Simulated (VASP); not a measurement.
# Hg (P6_3/mmc) in VASP: notebook, part 2 of 2

VASP 6.6.1.

### 4 Single point, PBEsol+D3(BJ) (20.91 Å³/atom)

This run uses another cell than the first one, of 20.91 Å³/atom.

File INCAR:

```
PREC = Accurate ; ENCUT = 520
EDIFF = 1E-7 ; ISMEAR = 0
SIGMA = 0.15 ; LREAL = F
LASPH = T ; NELM = 100
ALGO = Fast ; ISIF = 2
LWAVE = F ; LCHARG = F
GGA = PS ; IVDW = 12
NBANDS = 19
```

File KPOINTS:

```
Automatic mesh
0
Gamma
  18 18 10
```

File POSCAR:

```
Hg
1.0
    3.0294015116      0.0000000000      0.0000000000
   -1.5147007558      2.6235386673      0.0000000000
    0.0000000000      0.0000000000      5.2608586650
Hg
2
Direct
    0.6666666667      0.3333333333      0.7500000000
    0.3333333333      0.6666666667      0.2500000000
```

Potentials or basis: VASP PAW PBE potentials, release 64 (Hg).

The run is started by

```sh
> cat potpaw_PBE.64/Hg/POTCAR > POTCAR
> mpirun -np 1 vasp_std > vasp.out
```

OUTCAR:

```text
PREC = Accurate
   ENCUT = 520
   EDIFF = 1E-7
   ISMEAR = 0
   LREAL = F
   LASPH = T
   NELM = 100
   ISIF = 2
   GGA = PS
   IVDW = 12
 IVDW          = 12

 ion  position               nearest neighbor table
   1  0.667  0.333  0.750-   2 3.16   2 3.16   2 3.16   2 3.16   2 3.16   2 3.16
   2  0.333  0.667  0.250-   1 3.16   1 3.16   1 3.16   1 3.16   1 3.16   1 3.16

  LATTYP: Found a hexagonal cell.
 ALAT       =     3.0294015116
 C/A-ratio  =     1.7366000000

  Lattice vectors:

 A1 = (   3.0294015116,   0.0000000000,   0.0000000000)
 A2 = (  -1.5147007558,   2.6235386673,   0.0000000000)
 A3 = (   0.0000000000,   0.0000000000,   5.2608586650)

Analysis of symmetry for initial positions (statically):
=====================================================================
 Subroutine PRICEL returns:
 Original cell was already a primitive cell.

 Routine SETGRP: Setting up the symmetry group for a
 hexagonal supercell.

 Subroutine GETGRP returns: Found 24 space group operations
 (whereof 12 operations were pure point group operations)
 out of a pool of 24 trial point group operations.

The static configuration has the point symmetry D_3d.
 The point group associated with its full space group is D_6h.

Analysis of symmetry for dynamics (positions and initial velocities):
=====================================================================
 Subroutine PRICEL returns:
 Original cell was already a primitive cell.

 Routine SETGRP: Setting up the symmetry group for a
 hexagonal supercell.

 Subroutine GETGRP returns: Found 24 space group operations
 (whereof 12 operations were pure point group operations)
 out of a pool of 24 trial point group operations.

The dynamic configuration has the point symmetry D_3d.
 The point group associated with its full space group is D_6h.

 Subroutine INISYM returns: Found 24 space group operations
 (whereof 12 operations are pure point group operations),
 and found     1 'primitive' translations

----------------------------------------------------------------------------------------

                                     Primitive cell

  volume of cell :      41.8120

  direct lattice vectors                    reciprocal lattice vectors
     3.029401512  0.000000000  0.000000000     0.330098205  0.190582287  0.000000000
    -1.514700756  2.623538667  0.000000000     0.000000000  0.381164575  0.000000000
     0.000000000  0.000000000  5.260858665     0.000000000  0.000000000  0.190083038

  length of vectors
     3.029401512  3.029401512  5.260858665     0.381164575  0.381164575  0.190083038

  position of ions in fractional coordinates (direct lattice)
     0.666666667  0.333333333  0.750000000
     0.333333333  0.666666667  0.250000000

  ion indices of the primitive-cell ions
   primitive index   ion index
                 1           1
                 2           2

----------------------------------------------------------------------------------------

 KPOINTS: Automatic mesh

Automatic generation of k-mesh.
 Grid dimensions read from file:
 generate k-points for:   18   18   10

 Generating k-lattice:

  Cartesian coordinates                     Fractional coordinates (reciprocal lattice)
     0.018338789  0.010587905  0.000000000     0.055555556  0.000000000  0.000000000
     0.000000000  0.021175810  0.000000000     0.000000000  0.055555556  0.000000000
     0.000000000  0.000000000  0.019008304     0.000000000  0.000000000  0.100000000

  Length of vectors
     0.021175810  0.021175810  0.019008304

  Shift w.r.t. Gamma in fractional coordinates (k-lattice)
     0.000000000  0.000000000  0.000000000

 Subroutine IBZKPT returns following result:
 ===========================================

 Found    222 irreducible k-points:

 Following reciprocal coordinates:
            Coordinates               Weight
  0.000000  0.000000  0.000000      1.000000
  0.055556  0.000000  0.000000      6.000000
  0.111111  0.000000  0.000000      6.000000
  0.166667  0.000000  0.000000      6.000000
  0.222222  0.000000  0.000000      6.000000
  0.277778  0.000000  0.000000      6.000000
[... 16 lines left out ...]
  0.333333  0.111111  0.000000     12.000000
  0.388889  0.111111  0.000000     12.000000
 [... further k-points ...]
   k-points           NKPTS =    222   k-points in BZ     NKDIM =    222   number of bands    NBANDS=     19
   number of dos      NEDOS =    301   number of ions     NIONS =      2
   total plane-waves  NPLWV =  23040
   dimension x,y,z NGX =    24 NGY =   24 NGZ =   40
   dimension x,y,z NGXF=    48 NGYF=   48 NGZF=   80
   ions per type =               2
   NGX,Y,Z   is equivalent  to a cutoff of  13.17, 13.17, 12.64 a.u.
   NGXF,Y,Z  is equivalent  to a cutoff of  26.34, 26.34, 25.28 a.u.
 SYSTEM =  unknown system
   PREC   = accura    normal or accurate (medium, high low for compatibility)
   ISTART =      0    job   : 0-new  1-cont  2-samecut
   ICHARG =      2    charge: 1-file 2-atom 10-const
   ISPIN  =      1    spin polarized calculation?
   LNONCOLLINEAR =      F non collinear calculations
   LSORBIT =      F    spin-orbit coupling
   LASPH  =      T    aspherical Exc in radial PAW
   ENCUT  =  520.0 eV  38.22 Ry    6.18 a.u.   5.63  5.63  9.78*2*pi/ulx,y,z
   NELM   =    100;   NELMIN=  2; NELMDL= -5     # of ELM steps
   EDIFF  = 0.1E-06   stopping-criterion for ELM
   LREAL  =      F    real-space projection
   EDIFFG = 0.1E-05   stopping-criterion for IOM
   NSW    =      0    number of steps for IOM
   IBRION =     -1    ionic relax: 0-MD 1-quasi-New 2-CG
   NFREE  =      0    steps in history (QN), initial steepest desc. (CG)
   ISIF   =      2    stress and relaxation
   ISYM   =      2    0-nonsym 1-usesym 2-fastsym
   POTIM  = 0.5000    time-step for ionic-motion
   TEBEG  =    0.0;   TEEND  =   0.0 temperature during run
   PSTRESS=    0.0 pullay stress
   NELECT =      24.0000    total number of electrons
   NUPDOWN=      -1.0000    fix difference up-down
   EMIN   =  10.00;   EMAX   =-10.00  energy-range for DOS
   EFERMI =   0.00;   METHOD = LEGACY
   ISMEAR =     0;   SIGMA  =   0.15  broadening in eV -4-tet -1-fermi 0-gaus
   EFERMI_NEDOS =   21; number of points for ismear=-14 and -15
   IALGO  =     68    algorithm
   IMIX   =      4    mixing-type and parameters
     AMIX     =   0.40;   BMIX     =  1.00
     AMIX_MAG =   1.60;   BMIX_MAG =  1.00
  volume/ion in A,a.u.               =      20.91       141.08
  Fermi-wavevector in a.u.,A,eV,Ry     =   1.360541  2.571049 25.185357  1.851072
  Thomas-Fermi vector in A             =   2.487194
   LORBIT       =      0    0 simple, 1 ext, 2 COOP (PROOUT), +10 PAW based schemes
   GGA     = PS    functional components
   LHFCALC =     F    Hartree Fock is set to
   AEXX    =    0.0000 exact exchange contribution
   IVDW    =    12    specifies the selected vdW correction
   LEPSILON=     F    determine dielectric tensor
   LRPA    =     F    only Hartree local field effects (RPA)
 non-spin polarized calculation
 RMM-DIIS sequential band-by-band and
 Gauss-broadening in eV      SIGMA  =   0.15
  energy-cutoff  :      520.00
  volume of cell :       41.81
 maximum number of plane-waves:      1146
 NGX is ok and might be reduce to    24
   NGX = 11   NGY = 11   NGZ = 19

 number of electron      24.0000004 magnetization

 Free energy of the ion-electron system (eV)
  ---------------------------------------------------
  ext. energy  EPLUGINS =         0.00000000
  ---------------------------------------------------
  free energy    TOTEN  =        -0.97742062 eV

  energy without entropy =       -0.96793388  energy(sigma->0) =       -0.97267725

 E-fermi :   3.6641     XC(G=0): -11.7274

 val. band max:        3.6574016860   @ k =   0.2778   0.1667   0.0000
 cond. band min:       3.6661688598   @ k =   0.4444   0.0000   0.2000
 fundamental gap:      0.0087671737
 Fermi energy:         3.6641172082

 k-point     1 :       0.0000    0.0000    0.0000
  band No.  band energies     occupation
      1      -6.5799      2.00000
      2      -5.2953      2.00000
      3      -4.0387      2.00000
      4      -3.7767      2.00000
      5      -3.7767      2.00000
      6      -3.6375      2.00000
[... 11 lines left out ...]
     18      18.9981      0.00000
     19      20.7510      0.00000
[... 489 lines left out ...]
      3      -4.5640      2.00000
      4      -3.7067      2.00000
      5      -3.5642      2.00000
      6      -3.4384      2.00000
[... 11 lines left out ...]
     18      15.4781      0.00000
     19      16.0517      0.00000

 [... further k-points ...]

------------------------ aborting loop because EDIFF is reached ----------------------------------------

 Edisp (eV)   -0.95889

 E8    (eV) :    -0.6508

  FORCE on cell =-STRESS in cart. coord.  units (eV):
  Direction    XX          YY          ZZ          XY          YZ          ZX
  --------------------------------------------------------------------------------------
  -------------------------------------------------------------------------------------
  Total       0.84885     0.84885     0.72272     0.00000     0.00000     0.00000
  in kB      32.52690    32.52690    27.69350     0.00000     0.00000     0.00000
  external pressure =       30.92 kB  Pullay stress =        0.00 kB

 VOLUME and BASIS-vectors are now :
 -----------------------------------------------------------------------------
  energy-cutoff  :      520.00
  volume of cell :       41.81
      direct lattice vectors                 reciprocal lattice vectors
     3.029401512  0.000000000  0.000000000     0.330098205  0.190582287  0.000000000
    -1.514700756  2.623538667  0.000000000     0.000000000  0.381164575  0.000000000
     0.000000000  0.000000000  5.260858665     0.000000000  0.000000000  0.190083038

 POSITION                                       TOTAL-FORCE (eV/Angst)
 -----------------------------------------------------------------------------------
      1.51470      0.87451      3.94564        -0.000000      0.000000      0.000000
     -0.00000      1.74903      1.31521         0.000000     -0.000000     -0.000000
 -----------------------------------------------------------------------------------
    total drift:                               -0.000000      0.000000     -0.000000

  FREE ENERGIE OF THE ION-ELECTRON SYSTEM (eV)
  ---------------------------------------------------
  free  energy   TOTEN  =        -1.9363149433 eV

  energy  without entropy=       -1.9268281969  energy(sigma->0) =       -1.93157157
```

OSZICAR:

```text
N       E                     dE             d eps       ncg     rms          rms(c)
DAV:   1     0.185711340515E+03    0.18571E+03   -0.12726E+04  8444   0.125E+03
DAV:   2     0.291985516261E+01   -0.18279E+03   -0.17495E+03  8768   0.328E+02
DAV:   3    -0.111058945277E+01   -0.40304E+01   -0.40147E+01  9492   0.539E+01
DAV:   4    -0.111695802887E+01   -0.63686E-02   -0.63675E-02  9354   0.205E+00
DAV:   5    -0.111696597065E+01   -0.79418E-05   -0.79412E-05  9246   0.725E-02    0.782E+00
RMM:   6    -0.992653422943E+00    0.12431E+00   -0.23281E-01  8484   0.412E+00    0.556E+00
RMM:   7    -0.979345812425E+00    0.13308E-01   -0.51843E-02  8700   0.160E+00    0.151E+00
RMM:   8    -0.977393275408E+00    0.19525E-02   -0.84303E-03  8852   0.103E+00    0.135E-01
RMM:   9    -0.977412714000E+00   -0.19439E-04   -0.88296E-05  9242   0.990E-02    0.699E-02
RMM:  10    -0.977420350493E+00   -0.76365E-05   -0.21764E-05  9292   0.594E-02    0.549E-03
RMM:  11    -0.977420581768E+00   -0.23127E-06   -0.22317E-06  9301   0.140E-02    0.150E-03
RMM:  12    -0.977420622801E+00   -0.41033E-07   -0.24509E-07  6586   0.571E-03
   1 F= -.19363149E+01 E0= -.19315716E+01  d E =-.948675E-02
```

Wall time 2.3 min (1 thread of Intel Xeon 8259CL, shared host); peak memory 0.28 GiB.

Results:

```
Free energy                : -1.9363 eV
Pressure                   : 3.1 GPa
Band gap on the k mesh     : zero (bands 12 and 13 overlap by 2.51 eV)
Dispersion energy per atom : -0.479 eV
```

Stress tensor (GPa, compression positive):
```
3.25 0.00 0.00
0.00 3.25 0.00
0.00 0.00 2.77
```

Levels at points of the mesh, in eV from the Fermi level:
```
           k point  band 10  band 11  band 12  band 13  band 14  band 15
(0.00, 0.00, 0.00)    -6.11    -6.11    -2.60    -2.09    13.19    13.66
(0.50, 0.00, 0.00)    -5.77    -2.40    -2.07     2.47     2.78     3.93
(0.00, 0.00, 0.50)    -6.36    -6.36    -6.36     5.89     5.89    13.95
(0.50, 0.00, 0.50)    -5.81    -1.51    -1.51    -0.23    -0.23     9.55
```

Caveat: the cell stands under pressure; the PAW data sets were made with another functional, which shifts forces and pressure a little; spin-orbit coupling is left out, which moves the levels of the heavy elements.

### 5 Single point, PBEsol+D3(BJ) (20.91 Å³/atom)

This run uses another cell than the first one, of 20.91 Å³/atom.

File INCAR:

```
SYSTEM = Hg
PREC     = Accurate       ! precision mode
ENCUT    = 520            ! plane-wave cutoff, eV
EDIFF    = 1E-6           ! SCF threshold, eV
ISMEAR   = 0              ! smearing method
SIGMA    = 0.15           ! smearing width, eV
LREAL    = .FALSE.        ! projectors in reciprocal space
LASPH    = .TRUE.         ! aspherical terms in the spheres
NELM     = 60             ! most SCF steps
ALGO     = Fast           ! electronic algorithm
ISIF     = 2              ! what is computed and relaxed
LWAVE    = .FALSE.        ! write WAVECAR
LCHARG   = .FALSE.        ! write CHGCAR
GGA      = PS             ! functional
IVDW     = 12             ! dispersion correction
NBANDS   = 19             ! bands
```

File KPOINTS:

```
Automatic mesh
0
G
  18 18 10
  0 0 0
```

File POSCAR:

```
Hg
1.0
    3.1114423106      0.0000000000      0.0000000000
   -1.5557211553      2.6945880834      0.0000000000
    0.0000000000      0.0000000000      4.9870853834
Hg
2
Direct
    0.6666666667      0.3333333333      0.7500000000
    0.3333333333      0.6666666667      0.2500000000
```

The run is started by

```sh
> cat potpaw_PBE.64/Hg/POTCAR > POTCAR
> mpirun -np 1 vasp_std > vasp.out
```

It took 2.4 min on 1 thread of Intel Xeon 8259CL, shared host; peak memory 0.27 GiB.

Results (log left out):

| Property | Result |
| --- | --- |
| Free energy | -1.9368 eV |
| Pressure | 3.3 GPa |
| Band gap on the k mesh | zero (bands 12 and 13 overlap by 1.53 eV) |
| Dispersion energy per atom | -0.480 eV |

Stress tensor (GPa, compression positive):
```
3.34 0.00 0.00
0.00 3.34 0.00
0.00 0.00 3.20
```

Levels at points of the mesh, in eV from the Fermi level:
```tsv
k point	band 8	band 9	band 10	band 11	band 12	band 13	band 14	band 15	band 16	band 17
(0.00, 0.00, 0.00)	-6.97	-6.97	-6.05	-6.05	-2.16	-1.13	13.10	13.33	13.33	15.00
(0.50, 0.00, 0.00)	-5.99	-5.88	-5.86	-2.69	-2.48	3.13	3.29	4.18	7.02	7.71
(0.00, 0.00, 0.50)	-7.14	-6.33	-6.33	-6.33	-6.33	7.52	7.52	13.36	13.36	14.41
(0.50, 0.00, 0.50)	-6.05	-5.91	-5.91	-1.66	-1.66	-0.30	-0.30	9.66	9.66	10.70
```

Caveat: the cell stands under pressure; the PAW data sets were made with another functional, which shifts forces and pressure a little; spin-orbit coupling is left out, which moves the levels of the heavy elements.

### 6 Summary

```csv
cell,further INCAR settings,gap on the mesh (eV),pressure (GPa)
"a = 3.197, b = 3.197, c = 4.922 Å, angles 90.0, 90.0, 120.0°, 2 atoms",ALGO = Fast; EDIFF = 1e-06; NBANDS = 19,none,0.8
"a = 3.218, b = 3.218, c = 4.857 Å, angles 90.0, 90.0, 120.0°, 2 atoms",ALGO = Fast; EDIFF = 1e-06; NBANDS = 19,none,0.9
"a = 3.029, b = 3.029, c = 5.261 Å, angles 90.0, 90.0, 120.0°, 2 atoms",ALGO = Fast; EDIFF = 1e-07; NBANDS = 19,none,3.1
"a = 3.111, b = 3.111, c = 4.987 Å, angles 90.0, 90.0, 120.0°, 2 atoms",ALGO = Fast; EDIFF = 1e-06; NBANDS = 19,none,3.3
```

Alike in all rows: task single point; level PBEsol+D3(BJ); potentials or basis VASP PAW PBE potentials, release 64 (Hg); no spin polarisation; k mesh 18 × 18 × 10; cutoff (eV) 520; smearing gaussian 0.15 eV.

Caveats: the PAW data sets were made with another functional, which shifts forces and pressure a little; spin-orbit coupling is left out, which moves the levels of the heavy elements; the cell stands under pressure (at least some runs).

Total energies depend on the potentials used, so only differences within one code and one set of settings carry meaning.
